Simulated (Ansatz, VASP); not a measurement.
**One calculation of Bi, two programs**

```
Bi
1.0
     4.28400    0.00000    0.00000
    -2.14200    3.71005    0.00000
     0.00000    0.00000   28.00000
Bi
2
Direct
  0.33333 0.66667 0.53938
  0.66667 0.33333 0.46063
```

Alike in both runs: task single point; functional LDA; k mesh 9 × 9 × 1; occupations gaussian, width 0.02 eV; no spin polarisation.

|  | VASP | Ansatz |
| --- | --- | --- |
| version | VASP 6.6.1 | Ansatz 0.2.0 |
| potentials or method | VASP PAW LDA potentials, release 64 (Bi_d), cutoff 520 eV | scalar-relativistic, plane waves, PAW |
| valence electrons in the cell | 30 | 30 |

Ansatz gave:

* gap on the k mesh at the Fermi level (eV): none
* rms of the force components (eV/Å): 1.329

**Question.** Which values does VASP return?

**Answer.** gap on the k mesh at the Fermi level (eV): none; rms of the force components (eV/Å): 1.320.

LDA's correlation is that of Perdew and Zunger in VASP and of Perdew and Wang (1992) in Ansatz. Atom by atom the forces differ by 0.010 eV/Å (rms over components). A gap of «none» marks a metal or a gap that the smearing closes.

Spin-orbit coupling is off throughout.
